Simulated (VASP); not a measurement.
# Cs (Pm-3m) in VASP: single point with PBEsol

Aim: the single point of Cs with PBEsol.

Everything below comes from runs of VASP 6.6.1. Logs are shortened: lines on timing, memory, paths and dates and some standing lists are left out, and cuts for length are marked.

### Step 1. The cell of the first run

It takes space group Pm-3m (No. 221, cubic). The conventional cell has a = 4.568 Å, b = 4.568 Å, c = 4.568 Å, α = 90.00°, β = 90.00°, γ = 90.00°.

This isn't the form of Cs at room conditions, which is bcc.

### Step 2. Single point, PBEsol

Input file INCAR:

```
PREC     = Accurate       # precision mode
ENCUT    = 520            # plane-wave cutoff, eV
EDIFF    = 1E-6           # SCF threshold, eV
ISMEAR   = 1              # smearing method
SIGMA    = 0.1            # smearing width, eV
LREAL    = False          # projectors in reciprocal space
LASPH    = True           # aspherical terms in the spheres
NELM     = 60             # most SCF steps
ALGO     = Normal         # electronic algorithm
ISIF     = 2              # what is computed and relaxed
LWAVE    = False          # write WAVECAR
LCHARG   = False          # write CHGCAR
GGA      = PS             # functional
NBANDS   = 10             # bands
```

Input file KPOINTS:

```
Automatic mesh
0
Gamma
  5 5 5
```

Input file POSCAR:

```
Cs
1.0
    4.5676770000      0.0000000000      0.0000000000
    0.0000000000      4.5676770000      0.0000000000
    0.0000000000      0.0000000000      4.5676770000
Cs
1
Direct
    0.5000000000      0.5000000000      0.5000000000
```

Potentials or basis: VASP PAW PBE potentials, release 64 (Cs_sv).

On the command line:

```
> cat potpaw_PBE.64/Cs_sv/POTCAR > POTCAR
> mpirun -np 1 vasp_std > vasp.out
```

OUTCAR:

```text
PREC = Accurate
   ENCUT = 520
   EDIFF = 1E-6
   ISMEAR = 1
   LREAL = False
   LASPH = True
   NELM = 60
   ISIF = 2
   GGA = PS

 ion  position               nearest neighbor table
   1  0.500  0.500  0.500-

  LATTYP: Found a simple cubic cell.
 ALAT       =     4.5676770000

  Lattice vectors:

 A1 = (   4.5676770000,   0.0000000000,   0.0000000000)
 A2 = (   0.0000000000,   4.5676770000,   0.0000000000)
 A3 = (   0.0000000000,   0.0000000000,   4.5676770000)

Analysis of symmetry for initial positions (statically):
=====================================================================
 Subroutine PRICEL returns:
 Original cell was already a primitive cell.

 Routine SETGRP: Setting up the symmetry group for a
 simple cubic supercell.

 Subroutine GETGRP returns: Found 48 space group operations
 (whereof 48 operations were pure point group operations)
 out of a pool of 48 trial point group operations.

The static configuration has the point symmetry O_h .

Analysis of symmetry for dynamics (positions and initial velocities):
=====================================================================
 Subroutine PRICEL returns:
 Original cell was already a primitive cell.

 Routine SETGRP: Setting up the symmetry group for a
 simple cubic supercell.

 Subroutine GETGRP returns: Found 48 space group operations
 (whereof 48 operations were pure point group operations)
 out of a pool of 48 trial point group operations.

The dynamic configuration has the point symmetry O_h .

 Subroutine INISYM returns: Found 48 space group operations
 (whereof 48 operations are pure point group operations),
 and found     1 'primitive' translations

----------------------------------------------------------------------------------------

                                     Primitive cell

  volume of cell :      95.2985

  direct lattice vectors                    reciprocal lattice vectors
     4.567677000  0.000000000  0.000000000     0.218929666  0.000000000  0.000000000
     0.000000000  4.567677000  0.000000000     0.000000000  0.218929666  0.000000000
     0.000000000  0.000000000  4.567677000     0.000000000  0.000000000  0.218929666

  length of vectors
     4.567677000  4.567677000  4.567677000     0.218929666  0.218929666  0.218929666

  position of ions in fractional coordinates (direct lattice)
     0.500000000  0.500000000  0.500000000

  ion indices of the primitive-cell ions
   primitive index   ion index
                 1           1

----------------------------------------------------------------------------------------

 KPOINTS: Automatic mesh

Automatic generation of k-mesh.
 Grid dimensions read from file:
 generate k-points for:    5    5    5

 Generating k-lattice:

  Cartesian coordinates                     Fractional coordinates (reciprocal lattice)
     0.043785933  0.000000000  0.000000000     0.200000000  0.000000000  0.000000000
     0.000000000  0.043785933  0.000000000     0.000000000  0.200000000  0.000000000
     0.000000000  0.000000000  0.043785933     0.000000000  0.000000000  0.200000000

  Length of vectors
     0.043785933  0.043785933  0.043785933

  Shift w.r.t. Gamma in fractional coordinates (k-lattice)
     0.000000000  0.000000000  0.000000000

 Subroutine IBZKPT returns following result:
 ===========================================

 Found     10 irreducible k-points:

 Following reciprocal coordinates:
            Coordinates               Weight
  0.000000  0.000000  0.000000      1.000000
  0.200000  0.000000  0.000000      6.000000
  0.400000  0.000000  0.000000      6.000000
  0.200000  0.200000  0.000000     12.000000
  0.400000  0.200000  0.000000     24.000000
  0.400000  0.400000  0.000000     12.000000
  0.200000  0.200000  0.200000      8.000000
  0.400000  0.200000  0.200000     24.000000
  0.400000  0.400000  0.200000     24.000000
  0.400000  0.400000  0.400000      8.000000
   k-points           NKPTS =     10   k-points in BZ     NKDIM =     10   number of bands    NBANDS=     10
   number of dos      NEDOS =    301   number of ions     NIONS =      1
   total plane-waves  NPLWV =  46656
   dimension x,y,z NGX =    36 NGY =   36 NGZ =   36
   dimension x,y,z NGXF=    72 NGYF=   72 NGZF=   72
   ions per type =               1
   NGX,Y,Z   is equivalent  to a cutoff of  13.10, 13.10, 13.10 a.u.
   NGXF,Y,Z  is equivalent  to a cutoff of  26.21, 26.21, 26.21 a.u.
 SYSTEM =  unknown system
   PREC   = accura    normal or accurate (medium, high low for compatibility)
   ISTART =      0    job   : 0-new  1-cont  2-samecut
   ICHARG =      2    charge: 1-file 2-atom 10-const
   ISPIN  =      1    spin polarized calculation?
   LNONCOLLINEAR =      F non collinear calculations
   LSORBIT =      F    spin-orbit coupling
   LASPH  =      T    aspherical Exc in radial PAW
   ENCUT  =  520.0 eV  38.22 Ry    6.18 a.u.   8.49  8.49  8.49*2*pi/ulx,y,z
   NELM   =     60;   NELMIN=  2; NELMDL= -5     # of ELM steps
   EDIFF  = 0.1E-05   stopping-criterion for ELM
   LREAL  =      F    real-space projection
   EDIFFG = 0.1E-04   stopping-criterion for IOM
   NSW    =      0    number of steps for IOM
   IBRION =     -1    ionic relax: 0-MD 1-quasi-New 2-CG
   NFREE  =      0    steps in history (QN), initial steepest desc. (CG)
   ISIF   =      2    stress and relaxation
   ISYM   =      2    0-nonsym 1-usesym 2-fastsym
   POTIM  = 0.5000    time-step for ionic-motion
   TEBEG  =    0.0;   TEEND  =   0.0 temperature during run
   PSTRESS=    0.0 pullay stress
   NELECT =       9.0000    total number of electrons
   NUPDOWN=      -1.0000    fix difference up-down
   EMIN   =  10.00;   EMAX   =-10.00  energy-range for DOS
   EFERMI =   0.00;   METHOD = LEGACY
   ISMEAR =     1;   SIGMA  =   0.10  broadening in eV -4-tet -1-fermi 0-gaus
   EFERMI_NEDOS =   21; number of points for ismear=-14 and -15
   IALGO  =     38    algorithm
   IMIX   =      4    mixing-type and parameters
     AMIX     =   0.40;   BMIX     =  1.00
     AMIX_MAG =   1.60;   BMIX_MAG =  1.00
  volume/ion in A,a.u.               =      95.30       643.11
  Fermi-wavevector in a.u.,A,eV,Ry     =   0.745522  1.408832  7.562153  0.555803
  Thomas-Fermi vector in A             =   1.841128
   LORBIT       =      0    0 simple, 1 ext, 2 COOP (PROOUT), +10 PAW based schemes
   GGA     = PS    functional components
   LHFCALC =     F    Hartree Fock is set to
   AEXX    =    0.0000 exact exchange contribution
   IVDW    =     0    specifies the selected vdW correction
   LEPSILON=     F    determine dielectric tensor
   LRPA    =     F    only Hartree local field effects (RPA)
 non-spin polarized calculation
 Methfessel and Paxton  Order N= 1 SIGMA  =   0.10
  energy-cutoff  :      520.00
  volume of cell :       95.30
 maximum number of plane-waves:      2587
 NGX is ok and might be reduce to    36
   NGX = 17   NGY = 17   NGZ = 17

 number of electron       9.0000002 magnetization

 Free energy of the ion-electron system (eV)
  ---------------------------------------------------
  ext. energy  EPLUGINS =         0.00000000
  ---------------------------------------------------
  free energy    TOTEN  =        -0.79264875 eV

  energy without entropy =       -0.78941480  energy(sigma->0) =       -0.79157076

 E-fermi :   0.9411     XC(G=0):  -5.9860

 val. band max:        0.7206812057   @ k =   0.4000   0.2000   0.0000
 cond. band min:       0.9842526972   @ k =   0.4000   0.2000   0.2000
 fundamental gap:      0.2635714915
 Fermi energy:         0.9411362146

 k-point     1 :       0.0000    0.0000    0.0000
  band No.  band energies     occupation
      1     -23.0516      2.00000
      2      -9.6774      2.00000
      3      -9.6774      2.00000
      4      -9.6774      2.00000
      5      -0.9641      2.00000
      6       2.1281     -0.00000
      7       2.1281     -0.00000
      8       5.9056      0.00000
      9       5.9056      0.00000
     10       5.9056      0.00000

 k-point     2 :       0.2000    0.0000    0.0000
  band No.  band energies     occupation
      1     -23.0441      2.00000
      2      -9.8152      2.00000
      3      -9.6654      2.00000
      4      -9.6654      2.00000
      5      -0.5596      2.00000
      6       2.2822     -0.00000
      7       2.3089     -0.00000
      8       4.9095      0.00000
      9       4.9095      0.00000
     10       5.7481      0.00000

 k-point     3 :       0.4000    0.0000    0.0000
  band No.  band energies     occupation
      1     -23.0320      2.00000
      2     -10.0239      2.00000
      3      -9.6458      2.00000
      4      -9.6458      2.00000
      5       0.3776      2.00000
      6       1.8233     -0.00000
      7       2.5873     -0.00000
      8       4.1392      0.00000
      9       4.1392      0.00000
     10       6.1043      0.00000

 k-point     4 :       0.2000    0.2000    0.0000
  band No.  band energies     occupation
      1     -23.0368      2.00000
      2      -9.8069      2.00000
      3      -9.7940      2.00000
      4      -9.6536      2.00000
      5      -0.1727      2.00000
      6       2.3576     -0.00000
      7       2.6002     -0.00000
      8       3.9079      0.00000
      9       4.8603      0.00000
     10       5.2906      0.00000

 k-point     5 :       0.4000    0.2000    0.0000
  band No.  band energies     occupation
      1     -23.0248      2.00000
      2     -10.0054      2.00000
      3      -9.7763      2.00000
      4      -9.6345      2.00000
      5       0.7207      2.00782
      6       1.7854     -0.00000
      7       2.9044     -0.00000
      8       3.6950      0.00000
      9       4.2724      0.00000
     10       5.3172      0.00000

 k-point     6 :       0.4000    0.4000    0.0000
  band No.  band energies     occupation
      1     -23.0129      2.00000
      2      -9.9772      2.00000
      3      -9.9727      2.00000
      4      -9.6159      2.00000
      5       0.9944      0.22509
      6       1.9497     -0.00000
      7       3.3628      0.00000
      8       3.5683      0.00000
      9       4.4969      0.00000
     10       4.5933      0.00000

 k-point     7 :       0.2000    0.2000    0.2000
  band No.  band energies     occupation
      1     -23.0295      2.00000
      2      -9.7982      2.00000
      3      -9.7800      2.00000
      4      -9.7800      2.00000
      5       0.1876      2.00000
      6       2.6962     -0.00000
      7       2.6962     -0.00000
      8       3.7443      0.00000
      9       4.2628      0.00000
     10       4.2628      0.00000

 k-point     8 :       0.4000    0.2000    0.2000
  band No.  band energies     occupation
      1     -23.0175      2.00000
      2      -9.9876      2.00000
      3      -9.7679      2.00000
      4      -9.7573      2.00000
      5       0.9843      0.34003
      6       2.0444     -0.00000
      7       2.8714     -0.00000
      8       3.4454      0.00000
      9       4.2907      0.00000
     10       4.6247      0.00000

 k-point     9 :       0.4000    0.4000    0.2000
  band No.  band energies     occupation
      1     -23.0058      2.00000
      2      -9.9603      2.00000
      3      -9.9559      2.00000
      4      -9.7402      2.00000
      5       1.1938     -0.00206
      6       2.3278     -0.00000
      7       2.7053     -0.00000
      8       3.3238      0.00000
      9       4.7157      0.00000
     10       4.8747      0.00000

 k-point    10 :       0.4000    0.4000    0.4000
  band No.  band energies     occupation
      1     -22.9943      2.00000
      2      -9.9341      2.00000
      3      -9.9284      2.00000
      4      -9.9284      2.00000
      5       1.5776     -0.00000
      6       2.0355     -0.00000
      7       2.0355     -0.00000
      8       4.7147      0.00000
      9       4.9632      0.00000
     10       5.1067      0.00000

------------------------ aborting loop because EDIFF is reached ----------------------------------------

  FORCE on cell =-STRESS in cart. coord.  units (eV):
  Direction    XX          YY          ZZ          XY          YZ          ZX
  --------------------------------------------------------------------------------------
  -------------------------------------------------------------------------------------
  Total        0.3376712      0.3376712      0.3376712     -0.0000000      0.0000000     -0.0000000
  in kB        5.6769949      5.6769949      5.6769949     -0.0000000      0.0000000     -0.0000000
  external PRESSURE =       5.6769949 kB  Pullay stress =       0.0000000 kB

 VOLUME and BASIS-vectors are now :
 -----------------------------------------------------------------------------
  energy-cutoff  :      520.00
  volume of cell :       95.30
      direct lattice vectors                 reciprocal lattice vectors
     4.567677000  0.000000000  0.000000000     0.218929666  0.000000000  0.000000000
     0.000000000  4.567677000  0.000000000     0.000000000  0.218929666  0.000000000
     0.000000000  0.000000000  4.567677000     0.000000000  0.000000000  0.218929666

 POSITION                                       TOTAL-FORCE (eV/Angst)
 -----------------------------------------------------------------------------------
      2.28384      2.28384      2.28384         0.000000      0.000000      0.000000
 -----------------------------------------------------------------------------------
    total drift:                                0.000000      0.000000      0.000000

  FREE ENERGIE OF THE ION-ELECTRON SYSTEM (eV)
  ---------------------------------------------------
  free  energy   TOTEN  =        -0.7926487465 eV

  energy  without entropy=       -0.7894148014  energy(sigma->0) =       -0.79157076
```

Run time: 16 s. Hardware: 1 thread of AMD EPYC 7R13, shared host; peak memory 0.16 GiB.

Results:

- Free energy: -0.7926 eV
- Pressure: 0.6 GPa
- Band gap on the k mesh: zero (an odd number of electrons rules out a gap without spin polarisation)

Caveat: the PAW data sets were made with another functional, which shifts forces and pressure a little; spin-orbit coupling is left out, which moves the levels of the heavy elements.

The gap in the log of VASP goes by the Fermi energy; the results here count the filled bands.